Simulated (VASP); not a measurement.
**Al2O3: single point with r2SCAN**

The system is Al2O3.

```
Al O
1.0
     2.88432    0.00000    0.00000
    -1.44216    2.49790    0.00000
     0.00000    0.00000    9.33675
Al O
2 3
Direct
  0.00000 0.00000 0.14999
  0.00000 0.00000 0.85001
  0.33333 0.66667 0.22232
  0.66667 0.33333 0.00000
  0.33333 0.66667 0.77768
```

- Program: VASP 6.6.1
- Task: single point
- Functional: r2SCAN
- Potentials or basis: VASP PAW PBE potentials, release 64 (Al, O)
- Cutoff: 520 eV
- k mesh: 4 × 4 × 2
- Occupations: gaussian, width 0.01 eV
- Spin: no spin polarisation
- Dipole correction: no
- Further INCAR settings: ALGO = Normal; EDIFF = 1e-06; NBANDS = 20

| Property | Result |
| --- | --- |
| Pressure | -4.7 GPa |
| Largest force | 0.448 eV/Å |
| Band gap on the k mesh | 5.68 eV, indirect (least direct gap 5.83 eV) |

Forces on the atoms (eV/Å):
```
Al   0.000  0.000  0.151
Al   0.000  0.000 -0.151
O    0.000  0.000 -0.448
O    0.000  0.000  0.000
O    0.000  0.000  0.448
```

Stress tensor (GPa, compression positive):
```
-5.20  0.00  0.00
 0.00 -5.20  0.00
 0.00  0.00 -3.63
```

Levels at points of the mesh, in eV from the valence-band top:
| k point | band 9 | band 10 | band 11 | band 12 | band 13 | band 14 | band 15 | band 16 |
| --- | --- | --- | --- | --- | --- | --- | --- | --- |
| (0.00, 0.00, 0.00) | -1.19 | -0.48 | -0.48 | -0.15 | 5.68 | 8.37 | 8.84 | 10.19 |
| (0.50, 0.00, 0.00) | -1.91 | -0.96 | -0.74 | -0.50 | 8.76 | 9.98 | 10.09 | 12.11 |
| (0.00, 0.00, 0.50) | -1.19 | -0.48 | -0.48 | -0.19 | 5.81 | 7.94 | 8.97 | 10.54 |
| (0.50, 0.00, 0.50) | -1.91 | -0.96 | -0.75 | -0.49 | 8.78 | 9.93 | 10.16 | 11.82 |

It took 30 s on 1 thread of Intel(R) Xeon(R) 6975P-C (Granite Rapids), on a shared host, peak memory 0.2 GiB.

Caveat: the k points lie up to 0.63 Å⁻¹ apart; the PAW data sets were made with another functional, which shifts forces and pressure a little. r2SCAN opens gaps a little over a GGA but as a rule still falls short of measured ones.
